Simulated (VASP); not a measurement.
The system is SnSe2.

```
Sn Se
1.0
     3.83264    0.00000    0.00000
    -1.91632    3.31916    0.00000
     0.00000    0.00000    6.91748
Sn Se
1 2
Direct
  0.00000 0.00000 0.00000
  0.33333 0.66667 0.22815
  0.66667 0.33333 0.77185
```

| Quantity | Value |
| --- | --- |
| Program | VASP 6.6.1 |
| Task | relaxation of shape and atoms at fixed volume |
| Functional | PBE |
| Potentials or basis | VASP PAW PBE potentials, release 64 (Sn_d, Se) |
| Cutoff | 600 eV |
| k mesh | 12 × 12 × 4 |
| Occupations | gaussian, width 0.02 eV |
| Spin | no spin polarisation |

At the start: pressure 1.8 GPa; volume 29.33 Å³/atom.

Task: How do energy, volume and symmetry change on relaxing?

Result: Over 7 steps the energy falls by 4.8 meV/atom; space group P-3m1 (No. 164, to 0.1 Å) before and after.

The path:
| step | energy change (eV) | largest force (eV/Å) | pressure (GPa) | volume (Å³) |
| --- | --- | --- | --- | --- |
| 1 | 0.0000 | 0.2867 | 1.79 | 88.00 |
| 2 | -0.0063 | 0.1590 | 1.33 | 88.00 |
| 3 | -0.0094 | 0.0322 | 0.65 | 88.00 |
| 4 | -0.0131 | 0.0253 | 0.35 | 88.00 |
| 5 | -0.0143 | 0.0193 | 0.07 | 88.00 |
| 6 | -0.0143 | 0.0191 | 0.06 | 88.00 |
| 7 | -0.0144 | 0.0018 | 0.12 | 88.00 |

Final structure:
```yaml
crystal:
  lattice:
    - [3.87116, 0.00000, 0.00000]
    - [-1.93558, 3.35252, 0.00000]
    - [0.00000, 0.00000, 6.78051]
  atoms:
    - { symbol: Sn, position: [0.00000, 0.00000, 0.00000] }
    - { symbol: Se, position: [0.33333, 0.66667, 0.23537] }
    - { symbol: Se, position: [0.66667, 0.33333, 0.76463] }
```

Caveat: this functional lacks dispersion, which binds the layers, so the pressure and a relaxed spacing across them are unreliable.
